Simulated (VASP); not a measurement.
# VTeSe (P-6m2) in VASP: notebook, part 2 of 2

VASP 6.6.1. The steps go on from the part before.

## 3. Single point, PBE, collinear spin, ferrimagnetic start

This run uses another cell than the first one, of 21.81 Å³/atom.

INCAR reads:

```
  PREC = Accurate
  ENCUT = 520
  EDIFF = 1E-6
  ISMEAR = 0
  SIGMA = 0.1
  LREAL = False
  LASPH = True
  NELM = 150
  ALGO = Normal
  ISIF = 2
  LWAVE = False
  LCHARG = False
  ISPIN = 2
  MAGMOM = 2.33 -0.24 -1.05
  LORBIT = 11
  LMAXMIX = 4
  GGA = PE
  NBANDS = 24
```

KPOINTS reads:

```
regular mesh
0
Gamma
  12 12 8
```

POSCAR reads:

```
VTeSe
1.0
    4.6054467388      0.0000000000      0.0000000000
   -2.3027233694      3.9884338716      0.0000000000
    0.0000000000      0.0000000000      3.5616893979
V Te Se
1 1 1
Direct
    0.3333333333      0.6666666667      0.5000000000
    0.6666666667      0.3333333333      0.5000000000
    0.0000000000      0.0000000000      0.0000000000
```

Potentials or basis: VASP PAW PBE potentials, release 64 (V_sv, Te, Se).

The run is started by

```sh
$ cat potpaw_PBE.64/V_sv/POTCAR potpaw_PBE.64/Te/POTCAR potpaw_PBE.64/Se/POTCAR > POTCAR
$ mpirun -np 1 vasp_std > vasp.out
```

OUTCAR:

```text
PREC = Accurate
   ENCUT = 520
   EDIFF = 1E-6
   ISMEAR = 0
   LREAL = False
   LASPH = True
   NELM = 150
   ISIF = 2
   ISPIN = 2
   LORBIT = 11
   GGA = PE

 ion  position               nearest neighbor table
   1  0.333  0.667  0.500-   2 2.66   2 2.66   2 2.66
   2  0.667  0.333  0.500-   1 2.66   1 2.66   1 2.66   3 3.20   3 3.20   3 3.20   3 3.20   3 3.20
                             3 3.20
   3  0.000  0.000  0.000-   2 3.20   2 3.20   2 3.20   2 3.20   2 3.20   2 3.20

  LATTYP: Found a hexagonal cell.
 ALAT       =     4.6054467388
 C/A-ratio  =     0.7733645833

  Lattice vectors:

 A1 = (   4.6054467388,   0.0000000000,   0.0000000000)
 A2 = (  -2.3027233694,   3.9884338716,   0.0000000000)
 A3 = (   0.0000000000,   0.0000000000,   3.5616893979)

Analysis of symmetry for initial positions (statically):
=====================================================================
 Subroutine PRICEL returns:
 Original cell was already a primitive cell.

 Routine SETGRP: Setting up the symmetry group for a
 hexagonal supercell.

 Subroutine GETGRP returns: Found 12 space group operations
 (whereof 12 operations were pure point group operations)
 out of a pool of 24 trial point group operations.

The static configuration has the point symmetry D_3h.

Analysis of symmetry for dynamics (positions and initial velocities):
=====================================================================
 Subroutine PRICEL returns:
 Original cell was already a primitive cell.

 Routine SETGRP: Setting up the symmetry group for a
 hexagonal supercell.

 Subroutine GETGRP returns: Found 12 space group operations
 (whereof 12 operations were pure point group operations)
 out of a pool of 24 trial point group operations.

The dynamic configuration has the point symmetry D_3h.

Analysis of structural, dynamic, and magnetic symmetry:
=====================================================================
 Subroutine PRICEL returns:
 Original cell was already a primitive cell.

 Routine SETGRP: Setting up the symmetry group for a
 hexagonal supercell.

 Subroutine GETGRP returns: Found 12 space group operations
 (whereof 12 operations were pure point group operations)
 out of a pool of 24 trial point group operations.

The overall configuration has the point symmetry D_3h.

 Subroutine INISYM returns: Found 12 space group operations
 (whereof 12 operations are pure point group operations),
 and found     1 'primitive' translations

----------------------------------------------------------------------------------------

                                     Primitive cell

  volume of cell :      65.4230

  direct lattice vectors                    reciprocal lattice vectors
     4.605446739  0.000000000  0.000000000     0.217134201  0.125362490  0.000000000
    -2.302723369  3.988433872  0.000000000     0.000000000  0.250724979  0.000000000
     0.000000000  0.000000000  3.561689398     0.000000000  0.000000000  0.280765639

  length of vectors
     4.605446739  4.605446739  3.561689398     0.250724979  0.250724979  0.280765639

  position of ions in fractional coordinates (direct lattice)
     0.333333333  0.666666667  0.500000000
[... 75 lines left out ...]
   LNONCOLLINEAR =      F non collinear calculations
   LSORBIT =      F    spin-orbit coupling
   LASPH  =      T    aspherical Exc in radial PAW
   ENCUT  =  520.0 eV  38.22 Ry    6.18 a.u.   8.56  8.56  6.62*2*pi/ulx,y,z
   NELM   =    150;   NELMIN=  2; NELMDL= -5     # of ELM steps
   EDIFF  = 0.1E-05   stopping-criterion for ELM
   LREAL  =      F    real-space projection
   EDIFFG = 0.1E-04   stopping-criterion for IOM
   NSW    =      0    number of steps for IOM
   IBRION =     -1    ionic relax: 0-MD 1-quasi-New 2-CG
   NFREE  =      0    steps in history (QN), initial steepest desc. (CG)
   ISIF   =      2    stress and relaxation
   ISYM   =      2    0-nonsym 1-usesym 2-fastsym
   POTIM  = 0.5000    time-step for ionic-motion
   TEBEG  =    0.0;   TEEND  =   0.0 temperature during run
   PSTRESS=    0.0 pullay stress
   NELECT =      25.0000    total number of electrons
   NUPDOWN=      -1.0000    fix difference up-down
   EMIN   =  10.00;   EMAX   =-10.00  energy-range for DOS
   EFERMI =   0.00;   METHOD = LEGACY
   ISMEAR =     0;   SIGMA  =   0.10  broadening in eV -4-tet -1-fermi 0-gaus
   EFERMI_NEDOS =   21; number of points for ismear=-14 and -15
   IALGO  =     38    algorithm
   IMIX   =      4    mixing-type and parameters
     AMIX     =   0.40;   BMIX     =  1.00
     AMIX_MAG =   1.60;   BMIX_MAG =  1.00
  volume/ion in A,a.u.               =      21.81       147.17
  Fermi-wavevector in a.u.,A,eV,Ry     =   1.187986  2.244969 19.202058  1.411311
  Thomas-Fermi vector in A             =   2.324126
   LORBIT       =     11    0 simple, 1 ext, 2 COOP (PROOUT), +10 PAW based schemes
   GGA     = PE    functional components
   LHFCALC =     F    Hartree Fock is set to
   AEXX    =    0.0000 exact exchange contribution
   IVDW    =     0    specifies the selected vdW correction
   LEPSILON=     F    determine dielectric tensor
   LRPA    =     F    only Hartree local field effects (RPA)
 spin polarized calculation
 Gauss-broadening in eV      SIGMA  =   0.10
  energy-cutoff  :      520.00
  volume of cell :       65.42
 maximum number of plane-waves:      1783
 NGX is ok and might be reduce to    36
   NGX = 17   NGY = 17   NGZ = 13

 number of electron      24.9999995 magnetization       1.5339882

 Free energy of the ion-electron system (eV)
  ---------------------------------------------------
  ext. energy  EPLUGINS =         0.00000000
  ---------------------------------------------------
  free energy    TOTEN  =       -14.86447067 eV

  energy without entropy =      -14.85136697  energy(sigma->0) =      -14.85791882

 E-fermi :   7.3385     XC(G=0): -10.5706

 val. band max:        7.3374254770   @ k =   0.3333   0.0833   0.1250
 cond. band min:       7.3403815353   @ k =   0.4167   0.1667   0.5000
 fundamental gap:      0.0029560583
 Fermi energy:         7.3384893112

 spin component 1

 k-point     1 :       0.0000    0.0000    0.0000
  band No.  band energies     occupation
      1     -57.7835      1.00000
      2     -31.7215      1.00000
      3     -31.6080      1.00000
      4     -31.6080      1.00000
      5      -7.1127      1.00000
      6      -2.8097      1.00000
[... 637 lines left out ...]
     23      17.3865      0.00000
     24      17.7271      0.00000

 [... further k-points ...]

 spin component 2

 k-point     1 :       0.0000    0.0000    0.0000
  band No.  band energies     occupation
      1     -55.9998      1.00000
      2     -29.9295      1.00000
      3     -29.9295      1.00000
      4     -29.7754      1.00000
      5      -7.2707      1.00000
      6      -3.0192      1.00000
[... 637 lines left out ...]
     23      17.4594      0.00000
     24      17.6998      0.00000

 [... further k-points ...]

------------------------ aborting loop because EDIFF is reached ----------------------------------------

  FORCE on cell =-STRESS in cart. coord.  units (eV):
  Direction    XX          YY          ZZ          XY          YZ          ZX
  --------------------------------------------------------------------------------------
  -------------------------------------------------------------------------------------
  Total        0.0040488      0.0040488     -0.0306844      0.0000000      0.0000000      0.0000000
  in kB        0.0991524      0.0991524     -0.7514455      0.0000000      0.0000000      0.0000000
  external PRESSURE =      -0.1843802 kB  Pullay stress =       0.0000000 kB

 VOLUME and BASIS-vectors are now :
 -----------------------------------------------------------------------------
  energy-cutoff  :      520.00
  volume of cell :       65.42
      direct lattice vectors                 reciprocal lattice vectors
     4.605446739  0.000000000  0.000000000     0.217134201  0.125362490  0.000000000
    -2.302723369  3.988433872  0.000000000     0.000000000  0.250724979  0.000000000
     0.000000000  0.000000000  3.561689398     0.000000000  0.000000000  0.280765639

 POSITION                                       TOTAL-FORCE (eV/Angst)
 -----------------------------------------------------------------------------------
     -0.00000      2.65896      1.78084        -0.000000     -0.000000      0.000000
      2.30272      1.32948      1.78084         0.000000      0.000000      0.000000
      0.00000      0.00000      0.00000        -0.000000      0.000000      0.000000
 -----------------------------------------------------------------------------------
    total drift:                                0.000000     -0.000000     -0.000000

  FREE ENERGIE OF THE ION-ELECTRON SYSTEM (eV)
  ---------------------------------------------------
  free  energy   TOTEN  =       -14.8644706737 eV

  energy  without entropy=      -14.8513669709  energy(sigma->0) =      -14.85791882

 total charge

# of ion       s       p       d       tot
------------------------------------------
    1        2.190   6.099   3.053  11.342
    2        1.390   1.952   0.079   3.421
    3        1.518   2.143   0.039   3.700
--------------------------------------------------
tot          5.098  10.194   3.171  18.463

 magnetization (x)

# of ion       s       p       d       tot
------------------------------------------
    1        0.015   0.012   1.760   1.788
    2       -0.011  -0.182   0.009  -0.184
    3        0.002  -0.183   0.001  -0.179
--------------------------------------------------
tot          0.006  -0.352   1.771   1.424
```

OSZICAR:

```text
N       E                     dE             d eps       ncg     rms          rms(c)
DAV:   1     0.178033033789E+03    0.17803E+03   -0.13122E+04 10256   0.950E+02
DAV:   2    -0.870144326830E+01   -0.18673E+03   -0.17948E+03 10296   0.265E+02
DAV:   3    -0.164901851518E+02   -0.77887E+01   -0.76692E+01 11400   0.538E+01
DAV:   4    -0.165752155913E+02   -0.85030E-01   -0.85005E-01 10416   0.595E+00
DAV:   5    -0.165765712290E+02   -0.13556E-02   -0.13556E-02 11712   0.795E-01    0.167E+01
DAV:   6    -0.233956857552E+02   -0.68191E+01   -0.93261E+01  9792   0.366E+01    0.307E+01
DAV:   7    -0.150650787118E+02    0.83306E+01   -0.91638E+01 10120   0.420E+01    0.752E+00
DAV:   8    -0.148342268664E+02    0.23085E+00   -0.16465E+00  9584   0.563E+00    0.344E+00
DAV:   9    -0.148436260701E+02   -0.93992E-02   -0.49428E-01 10520   0.274E+00    0.189E+00
DAV:  10    -0.148591759788E+02   -0.15550E-01   -0.10640E-01 10696   0.109E+00    0.822E-01
DAV:  11    -0.148630494577E+02   -0.38735E-02   -0.30298E-02 10136   0.725E-01    0.404E-01
DAV:  12    -0.148642626893E+02   -0.12132E-02   -0.12837E-02 10040   0.478E-01    0.208E-01
DAV:  13    -0.148644251662E+02   -0.16248E-03   -0.73659E-04 11368   0.159E-01    0.515E-02
DAV:  14    -0.148644630898E+02   -0.37924E-04   -0.20232E-04  9688   0.688E-02    0.344E-02
DAV:  15    -0.148644714854E+02   -0.83956E-05   -0.40847E-05 11136   0.304E-02    0.962E-03
DAV:  16    -0.148644706737E+02    0.81173E-06   -0.34307E-06  8120   0.877E-03
   1 F= -.14864471E+02 E0= -.14857919E+02  d E =-.131037E-01  mag=     1.5347
```

stdout:

```text
POSCAR found type information on POSCAR V TeSe
 POSCAR found :  3 types and       3 ions
 scaLAPACK will be used
 LDA part: xc-table for (Slater+PW92), standard interpolation
 POSCAR, INCAR and KPOINTS ok, starting setup
 FFT: planning ... GRIDC
 FFT: planning ... GRID_SOFT
 FFT: planning ... GRID
 WAVECAR not read
 entering main loop
```

Run time: 4.5 min. Hardware: 1 thread of Intel Xeon Platinum 8259CL at 2.50GHz (Skylake/Cascade Lake), shared host; peak memory 0.39 GiB.

What came out:

```
Free energy                                           : -14.8645 eV
Pressure                                              : 0.0 GPa
Net moment                                            : 1.53 μB per cell
Site moments                                          : V +1.79; Te -0.18; Se -0.18 μB
Valence electrons inside the program's atomic spheres : V 11.34; Te 3.42; Se 3.70
```

Caveat: spin-orbit coupling is left out, which moves the levels of the heavy elements. With open d or f shells a metallic result of PBE can be an artefact of self-interaction; +U or a hybrid may open a gap.
